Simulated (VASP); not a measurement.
# Sc16C in VASP: relaxation of the atoms with LDA

Aim: the relaxation of the atoms of Sc16C with LDA.

Everything below comes from runs of VASP 6.6.1. Logs are shortened: lines on timing, memory, paths and dates and some standing lists are left out, and cuts for length are marked.

**1. The cell of the first run**

The cell holds a slab with vacuum, 17 atoms: a = 6.459 Å, b = 6.459 Å, c = 22.915 Å, α = 90.00°, β = 90.00°, γ = 120.00°.

**2. Relaxation of the atoms, LDA**

INCAR

```
SYSTEM = Sc16C
PREC = Accurate ; ENCUT = 520
EDIFF = 1E-7 ; ISMEAR = 0
SIGMA = 0.1 ; LREAL = .FALSE.
LASPH = .TRUE. ; NELM = 120
ALGO = Normal ; ISIF = 2
LWAVE = .FALSE. ; LCHARG = .FALSE.
LDIPOL = .TRUE. ; IDIPOL = 3
DIPOL = 0.5 0.5 0.349 ; IBRION = 2
NSW = 36 ; EDIFFG = -0.025
GGA_COMPAT = .FALSE. ; NELMIN = 4
NELMDL = -8 ; KPAR = 4
```

KPOINTS

```
regular mesh
0
G
  6 6 1
  0 0 0
```

POSCAR

```
Sc16C
1.0
    6.4591689165      0.0000000000      0.0000000000
   -3.2295844583      5.5938043691      0.0000000000
    0.0000000000      0.0000000000     22.9154736157
Sc C
16 1
Selective dynamics
Direct
    0.3333333333      0.1666666667      0.1745545419  F F F
    0.3333333333      0.6666666667      0.1745545419  F F F
    0.8333333333      0.1666666667      0.1745545419  F F F
    0.8333333333      0.6666666667      0.1745545419  F F F
    0.1666666667      0.3333333333      0.2833228634  F F F
    0.1666666667      0.8333333333      0.2833228634  F F F
    0.6666666667      0.3333333333      0.2833228634  F F F
    0.6666666667      0.8333333333      0.2833228634  F F F
    0.3333333333      0.1666666667      0.3924187812  F F F
    0.3333333333      0.6666666667      0.3924187812  F F F
    0.8333333333      0.1666666667      0.3924187812  F F F
    0.8333333333      0.6666666667      0.3924187812  F F F
    0.1666666667      0.3333333333      0.4981556920  F F F
    0.1666666667      0.8333333333      0.4981556920  F F F
    0.6666666667      0.3333333333      0.4981556920  F F F
    0.6666666667      0.8333333333      0.4981556920  F F F
    0.3333333333      0.6666666667      0.5470309637  F F T
```

Potentials or basis: VASP PAW LDA potentials, release 64 (Sc_sv, C).

On the command line:

```console
cat potpaw_LDA.64/Sc_sv/POTCAR potpaw_LDA.64/C/POTCAR > POTCAR
mpirun -np 4 vasp_std > vasp.out
```

OUTCAR:

```text
SYSTEM = Sc16C
   PREC = Accurate
   ENCUT = 520
   EDIFF = 1E-7
   ISMEAR = 0
   LREAL = .FALSE.
   LASPH = .TRUE.
   NELM = 120
   ISIF = 2
   IBRION = 2
   NSW = 36
   EDIFFG = -0.025
   NELMIN = 4
   NELMDL = -8

 ion  position               nearest neighbor table
   1  0.333  0.167  0.175-   5 3.11   7 3.11   6 3.11   3 3.23   3 3.23   4 3.23   4 3.23   2 3.23
                             2 3.23
   2  0.333  0.667  0.175-   6 3.11   8 3.11   5 3.11   4 3.23   4 3.23   3 3.23   3 3.23   1 3.23
                             1 3.23
   3  0.833  0.167  0.175-   7 3.11   5 3.11   8 3.11   1 3.23   1 3.23   2 3.23   2 3.23   4 3.23
                             4 3.23
   4  0.833  0.667  0.175-   8 3.11   6 3.11   7 3.11   2 3.23   2 3.23   1 3.23   1 3.23   3 3.23
                             3 3.23
   5  0.167  0.333  0.283-   1 3.11   3 3.11   2 3.11   9 3.12  11 3.12  10 3.12   7 3.23   7 3.23
                             8 3.23   8 3.23   6 3.23   6 3.23
   6  0.167  0.833  0.283-   2 3.11   4 3.11   1 3.11  10 3.12  12 3.12   9 3.12   8 3.23   8 3.23
                             7 3.23   7 3.23   5 3.23   5 3.23
   7  0.667  0.333  0.283-   3 3.11   1 3.11   4 3.11  11 3.12   9 3.12  12 3.12   5 3.23   5 3.23
                             6 3.23   6 3.23   8 3.23   8 3.23
   8  0.667  0.833  0.283-   4 3.11   2 3.11   3 3.11  12 3.12  10 3.12  11 3.12   6 3.23   6 3.23
                             5 3.23   5 3.23   7 3.23   7 3.23
   9  0.333  0.167  0.392-  13 3.06  15 3.06  14 3.06   5 3.12   7 3.12   6 3.12  11 3.23  11 3.23
                            12 3.23  12 3.23  10 3.23  10 3.23
  10  0.333  0.667  0.392-  14 3.06  16 3.06  13 3.06   6 3.12   8 3.12   5 3.12  12 3.23  12 3.23
                            11 3.23  11 3.23   9 3.23   9 3.23
  11  0.833  0.167  0.392-  15 3.06  13 3.06  16 3.06   7 3.12   5 3.12   8 3.12   9 3.23   9 3.23
                            10 3.23  10 3.23  12 3.23  12 3.23
  12  0.833  0.667  0.392-  16 3.06  14 3.06  15 3.06   8 3.12   6 3.12   7 3.12  10 3.23  10 3.23
                             9 3.23   9 3.23  11 3.23  11 3.23
  13  0.167  0.333  0.498-  17 2.18   9 3.06  11 3.06  10 3.06  15 3.23  15 3.23  16 3.23  16 3.23
                            14 3.23  14 3.23
  14  0.167  0.833  0.498-  17 2.18  10 3.06  12 3.06   9 3.06  16 3.23  16 3.23  15 3.23  15 3.23
                            13 3.23  13 3.23
  15  0.667  0.333  0.498-  11 3.06   9 3.06  12 3.06  13 3.23  13 3.23  14 3.23  14 3.23  16 3.23
                            16 3.23
  16  0.667  0.833  0.498-  17 2.18  12 3.06  10 3.06  11 3.06  14 3.23  14 3.23  13 3.23  13 3.23
                            15 3.23  15 3.23
  17  0.333  0.667  0.547-  14 2.18  16 2.18  13 2.18

  LATTYP: Found a hexagonal cell.
 ALAT       =     6.4591689165
 C/A-ratio  =     3.5477433571

  Lattice vectors:

 A1 = (   6.4591689165,   0.0000000000,   0.0000000000)
 A2 = (  -3.2295844583,   5.5938043691,   0.0000000000)
 A3 = (   0.0000000000,   0.0000000000,  22.9154736157)

Analysis of symmetry for initial positions (statically):
=====================================================================
 Subroutine PRICEL returns:
 Original cell was already a primitive cell.

 Routine SETGRP: Setting up the symmetry group for a
 hexagonal supercell.

 Subroutine GETGRP returns: Found  6 space group operations
 (whereof  6 operations were pure point group operations)
 out of a pool of 24 trial point group operations.

The static configuration has the point symmetry C_3v.

Analysis of symmetry for dynamics (positions and initial velocities):
=====================================================================
 Subroutine PRICEL returns:
 Original cell was already a primitive cell.

 Routine SETGRP: Setting up the symmetry group for a
 hexagonal supercell.

 Subroutine GETGRP returns: Found  6 space group operations
 (whereof  6 operations were pure point group operations)
 out of a pool of 24 trial point group operations.

The dynamic configuration has the point symmetry C_3v.

Analysis of constrained symmetry for selective dynamics:
=====================================================================
 Subroutine PRICEL returns:
 Original cell was already a primitive cell.

 Routine SETGRP: Setting up the symmetry group for a
 hexagonal supercell.

 Subroutine GETGRP returns: Found  6 space group operations
 (whereof  6 operations were pure point group operations)
 out of a pool of 24 trial point group operations.

The constrained configuration has the point symmetry C_3v.

 Subroutine INISYM returns: Found  6 space group operations
 (whereof  6 operations are pure point group operations),
 and found     1 'primitive' translations

[... 76 lines left out ...]

 Found      7 irreducible k-points:

 Following reciprocal coordinates:
            Coordinates               Weight
  0.000000  0.000000  0.000000      1.000000
  0.166667  0.000000  0.000000      6.000000
  0.333333  0.000000  0.000000      6.000000
  0.500000  0.000000  0.000000      3.000000
  0.166667  0.166667  0.000000      6.000000
  0.333333  0.166667  0.000000     12.000000
  0.333333  0.333333  0.000000      2.000000
   k-points           NKPTS =      7   k-points in BZ     NKDIM =      7   number of bands    NBANDS=    108
   number of dos      NEDOS =    301   number of ions     NIONS =     17
   total plane-waves  NPLWV = 414720
   dimension x,y,z NGX =    48 NGY =   48 NGZ =  180
   dimension x,y,z NGXF=    96 NGYF=   96 NGZF=  360
   ions per type =              16   1
   NGX,Y,Z   is equivalent  to a cutoff of  12.35, 12.35, 13.06 a.u.
   NGXF,Y,Z  is equivalent  to a cutoff of  24.71, 24.71, 26.12 a.u.
 SYSTEM =  Sc16C
   PREC   = accura    normal or accurate (medium, high low for compatibility)
   ISTART =      0    job   : 0-new  1-cont  2-samecut
   ICHARG =      2    charge: 1-file 2-atom 10-const
   ISPIN  =      1    spin polarized calculation?
   LNONCOLLINEAR =      F non collinear calculations
   LSORBIT =      F    spin-orbit coupling
   LASPH  =      T    aspherical Exc in radial PAW
   ENCUT  =  520.0 eV  38.22 Ry    6.18 a.u.  12.01 12.01 42.61*2*pi/ulx,y,z
   NELM   =    120;   NELMIN=  4; NELMDL= -8     # of ELM steps
   EDIFF  = 0.1E-06   stopping-criterion for ELM
   LREAL  =      F    real-space projection
   EDIFFG = -.3E-01   stopping-criterion for IOM
   NSW    =     36    number of steps for IOM
   IBRION =      2    ionic relax: 0-MD 1-quasi-New 2-CG
   NFREE  =      1    steps in history (QN), initial steepest desc. (CG)
   ISIF   =      2    stress and relaxation
   ISYM   =      2    0-nonsym 1-usesym 2-fastsym
   POTIM  = 0.5000    time-step for ionic-motion
   TEBEG  =    0.0;   TEEND  =   0.0 temperature during run
   PSTRESS=    0.0 pullay stress
   NELECT =     180.0000    total number of electrons
   NUPDOWN=      -1.0000    fix difference up-down
   EMIN   =  10.00;   EMAX   =-10.00  energy-range for DOS
   EFERMI =   0.00;   METHOD = LEGACY
   ISMEAR =     0;   SIGMA  =   0.10  broadening in eV -4-tet -1-fermi 0-gaus
   EFERMI_NEDOS =   21; number of points for ismear=-14 and -15
   IALGO  =     38    algorithm
   IMIX   =      4    mixing-type and parameters
     AMIX     =   0.40;   BMIX     =  1.00
     AMIX_MAG =   1.60;   BMIX_MAG =  1.00
  volume/ion in A,a.u.               =      48.70       328.67
  Fermi-wavevector in a.u.,A,eV,Ry     =   0.984377  1.860203 13.184017  0.968998
  Thomas-Fermi vector in A             =   2.115605
   LORBIT       =      0    0 simple, 1 ext, 2 COOP (PROOUT), +10 PAW based schemes
   GGA     = CA    functional components
   LHFCALC =     F    Hartree Fock is set to
   AEXX    =    0.0000 exact exchange contribution
   IVDW    =     0    specifies the selected vdW correction
   LEPSILON=     F    determine dielectric tensor
   LRPA    =     F    only Hartree local field effects (RPA)
 conjugate gradient relaxation of ions
 non-spin polarized calculation
 Gauss-broadening in eV      SIGMA  =   0.10
  energy-cutoff  :      520.00
  volume of cell :      827.97
 maximum number of plane-waves:     22350
   NGX = 25   NGY = 25   NGZ = 85

 dipolmoment           0.000000      0.000000     -1.395719 electrons x Angstroem

--------------------------------------- Ionic step        1  -------------------------------------------

 number of electron     179.9999979 magnetization

 Free energy of the ion-electron system (eV)
  ---------------------------------------------------
  ext. energy  EPLUGINS =         0.00000000
  ---------------------------------------------------
  free energy    TOTEN  =      -110.34343628 eV

  energy without entropy =     -110.12439425  energy(sigma->0) =     -110.23391526

------------------------ aborting loop because EDIFF is reached ----------------------------------------

  FORCE on cell =-STRESS in cart. coord.  units (eV):
  Direction    XX          YY          ZZ          XY          YZ          ZX
  --------------------------------------------------------------------------------------
  -------------------------------------------------------------------------------------
  Total       -2.9926899     -2.9926899     -2.7887258      0.0000000      0.0000000     -0.0000000
  in kB       -5.7910797     -5.7910797     -5.3963938      0.0000000      0.0000000     -0.0000000
  external PRESSURE =      -5.6595177 kB  Pullay stress =       0.0000000 kB
[... 140 lines left out ...]
--------------------------------------- Ionic step        4  -------------------------------------------

 number of electron     179.9999979 magnetization

 dipolmoment           0.000000      0.000000      0.096086 electrons x Angstroem

 Free energy of the ion-electron system (eV)
  ---------------------------------------------------
  ext. energy  EPLUGINS =         0.00000000
  ---------------------------------------------------
  free energy    TOTEN  =      -110.75652145 eV

  energy without entropy =     -110.53481846  energy(sigma->0) =     -110.64566996

 E-fermi :  -0.2839     XC(G=0):  -5.4881

 val. band max:       -0.2852299767   @ k =   0.1667   0.0000   0.0000
 cond. band min:      -0.2747229700   @ k =   0.3333   0.3333   0.0000
 fundamental gap:      0.0105070067
 Fermi energy:        -0.2839178335

 k-point     1 :       0.0000    0.0000    0.0000
  band No.  band energies     occupation
      1     -49.3996      2.00000
      2     -49.2991      2.00000
      3     -49.2529      2.00000
      4     -49.2529      2.00000
      5     -49.2392      2.00000
      6     -48.8305      2.00000
[... 724 lines left out ...]
    101       0.2425      0.00000
    102       0.2501      0.00000
 [bands above 102 left out]

------------------------ aborting loop because EDIFF is reached ----------------------------------------

 vacuum level on the upper side and lower side of the slab       (xc-potential included)         0.116        -0.375

  FORCE on cell =-STRESS in cart. coord.  units (eV):
  Direction    XX          YY          ZZ          XY          YZ          ZX
  --------------------------------------------------------------------------------------
  -------------------------------------------------------------------------------------
  Total        1.1919559      1.1919559     -0.3932098     -0.0000000     -0.0000000     -0.0000000
  in kB        2.3065241      2.3065241     -0.7608905     -0.0000000     -0.0000000     -0.0000000
  external PRESSURE =       1.2840526 kB  Pullay stress =       0.0000000 kB
[... 32 lines left out ...]
  FREE ENERGIE OF THE ION-ELECTRON SYSTEM (eV)
  ---------------------------------------------------
  free  energy   TOTEN  =      -110.7565214542 eV

  energy  without entropy=     -110.5348184619  energy(sigma->0) =     -110.64566996

 reached required accuracy - stopping structural energy minimisation

 vacuum level on the upper side and lower side of the slab         3.788         3.282
```

Wall time 30 min (4 MPI ranks of AMD EPYC 9R45 (Zen 5), shared host); peak memory 0.95 GiB.

Results:

| Property | Result |
| --- | --- |
| Free energy | -110.7565 eV |
| Energy gained by relaxing | 24.3 meV/atom |
| Ionic steps | 4 |
| Band gap on the k mesh | 0.01 eV (least direct gap 0.03 eV) |

The path:
```tsv
step	energy change (eV)	largest force on free atoms (eV/Å)	pressure (GPa)
1	0.0000	2.3288	-0.57
2	-0.2210	1.5965	-0.36
3	-0.4111	0.1536	0.08
4	-0.4131	0.0157	0.13
```

Final structure:
```
CELL_PARAMETERS angstrom
6.45917 0.00000 0.00000
-3.22958 5.59380 0.00000
0.00000 0.00000 22.91547
ATOMIC_POSITIONS crystal
Sc 0.33333 0.16667 0.17455
Sc 0.33333 0.66667 0.17455
Sc 0.83333 0.16667 0.17455
Sc 0.83333 0.66667 0.17455
Sc 0.16667 0.33333 0.28332
Sc 0.16667 0.83333 0.28332
Sc 0.66667 0.33333 0.28332
Sc 0.66667 0.83333 0.28332
Sc 0.33333 0.16667 0.39242
Sc 0.33333 0.66667 0.39242
Sc 0.83333 0.16667 0.39242
Sc 0.83333 0.66667 0.39242
Sc 0.16667 0.33333 0.49816
Sc 0.16667 0.83333 0.49816
Sc 0.66667 0.33333 0.49816
Sc 0.66667 0.83333 0.49816
C 0.33333 0.66667 0.53148
```

Caveat: the smearing spreads over this small gap.
